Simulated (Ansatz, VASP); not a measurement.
Sr: VASP beside Ansatz

File INCAR:

```
SYSTEM = Sr
ALGO = Normal
EDIFF = 1E-6
ENCUT = 520
GGA = PE
ISIF = 2
ISMEAR = -1
LASPH = .True.
LCHARG = .False.
LREAL = .False.
LWAVE = .False.
NBANDS = 11
NELM = 60
PREC = Accurate
SIGMA = 0.05
```

KPOINTS

```
k-points
0
Gamma
  12 12 12
  0 0 0
```

POSCAR

```
Sr
1.0
   -2.3759174263      2.3759174263      2.3759174263
    2.3759174263     -2.3759174263      2.3759174263
    2.3759174263      2.3759174263     -2.3759174263
Sr
1
Direct
    0.0000000000      0.0000000000      0.0000000000
```

Input for Ansatz:

```yaml
crystal:
  lattice:
    - [-2.3759174263, 2.3759174263, 2.3759174263]
    - [2.3759174263, -2.3759174263, 2.3759174263]
    - [2.3759174263, 2.3759174263, -2.3759174263]
  atoms:
    - { symbol: Sr, position: [0.0, 0.0, 0.0] }
kpoints:
  mp_grid: { grid: [12, 12, 12] }
scf:
  occupations: { method: fermi_dirac, width: 0.05 }
hamiltonian:
  xc: pbe
  pseudopotentials: { kind: all_electron, lapw: { basis_error: 0.00025 } }
output:
  forces: true
  stress: true
  eigenvalues: true
```

Change from the starting cell: volume scaled by 0.9405.

Alike in both runs: task single point; functional PBE; k mesh 12 × 12 × 12; occupations fermi-dirac, width 0.05 eV; no spin polarisation.

```csv
,VASP,Ansatz
version,VASP 6.6.1,Ansatz 0.2.0
potentials or method,"VASP PAW PBE potentials, release 64 (Sr_sv), cutoff 520 eV","all-electron LAPW, scalar-relativistic"
```

Ansatz gave:

```
pressure (GPa) : 0.0
```

Task: Which values does VASP return?

Result: Pressure (GPa): 0.1.

Ansatz ran all-electron here, and VASP with PAW potentials.
